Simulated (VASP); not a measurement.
**C: single point with PBE**

The system is C.

```
C
1.0
     3.69136    0.00000    0.00000
    -1.84568    3.19681    0.00000
     0.00000    0.00000    2.52990
C
6
Cartesian
  3.1388 0.5343 1.2259
  1.6592 2.4511 0.3826
  0.7390 0.2114 2.0692
  1.3059 1.6035 1.6537
  1.6498 0.3292 0.8104
  2.5814 1.2642 2.4970
```

The cell was generated, and may not be a known phase.

```yaml
Program: VASP 6.6.1
Task: single point
Functional: PBE
Potentials_or_basis: VASP PAW PBE potentials, release 64 (C)
Cutoff: 520 eV
k_mesh: 6 × 6 × 6
Occupations: gaussian, width 0.1 eV
Spin: collinear spin
Starting_moments: "[1.0, 1.0, 1.0, 1.0, 1.0, 1.0] μB"
Dipole_correction: no
Further_INCAR_settings: ALGO = Normal; EDIFF = 1e-06; NBANDS = 25
```

```
Pressure                                              : 115.7 GPa
Largest force                                         : 3.090 eV/Å
Band gap on the k mesh                                : zero (filled and empty bands overlap)
Net moment                                            : 0.00 μB per cell
Valence electrons inside the program's atomic spheres : C 2.57, 2.59 (each value once)
```

Forces in eV/Å, atoms in the order of the input:
```
C   -1.650  2.612 -0.046
C   -1.437 -2.735 -0.046
C    3.087  0.123 -0.046
C   -2.283  0.906  0.046
C    0.357 -2.430  0.046
C    1.926  1.525  0.046
```

Stress tensor (GPa, compression positive):
```
154.27   0.00   0.00
  0.00 154.27   0.00
  0.00   0.00  38.47
```

Levels at points of the mesh, in eV from the Fermi level:
Spin up:
| k point | band 8 | band 9 | band 10 | band 11 | band 12 | band 13 | band 14 | band 15 | band 16 | band 17 |
| --- | --- | --- | --- | --- | --- | --- | --- | --- | --- | --- |
| (0.00, 0.00, 0.00) | -8.19 | -6.78 | -2.56 | 0.25 | 0.25 | 2.19 | 4.86 | 4.86 | 5.64 | 7.31 |
| (0.50, 0.00, 0.00) | -6.46 | -5.30 | -4.71 | -1.98 | -0.83 | 1.58 | 2.63 | 4.12 | 5.44 | 6.95 |
| (0.00, 0.00, 0.50) | -10.04 | -7.90 | -6.06 | -6.06 | -1.80 | -1.80 | -1.64 | 8.17 | 9.98 | 9.98 |
| (0.50, 0.00, 0.50) | -7.94 | -4.29 | -3.51 | -2.14 | -1.65 | 0.24 | 1.37 | 3.11 | 5.41 | 8.38 |
Spin down:
```csv
k point,band 9,band 10,band 11,band 12,band 13,band 14,band 15,band 16
"(0.00, 0.00, 0.00)",-6.78,-2.56,0.25,0.25,2.19,4.86,4.86,5.64
"(0.50, 0.00, 0.00)",-5.30,-4.71,-1.98,-0.83,1.58,2.63,4.12,5.44
"(0.00, 0.00, 0.50)",-7.90,-6.06,-6.06,-1.80,-1.80,-1.64,8.17,9.98
"(0.50, 0.00, 0.50)",-4.29,-3.51,-2.14,-1.65,0.24,1.37,3.11,5.41
```

Wall time 110 s on 1 thread of Intel Xeon 8259CL (shared host), peak memory 0.17 GiB.

Caveat: the k points lie up to 0.41 Å⁻¹ apart, too coarse for converged energies and pressures of a metal; forces of over 1 eV/Å act on the atoms, so gaps and moduli don't describe the material at rest.
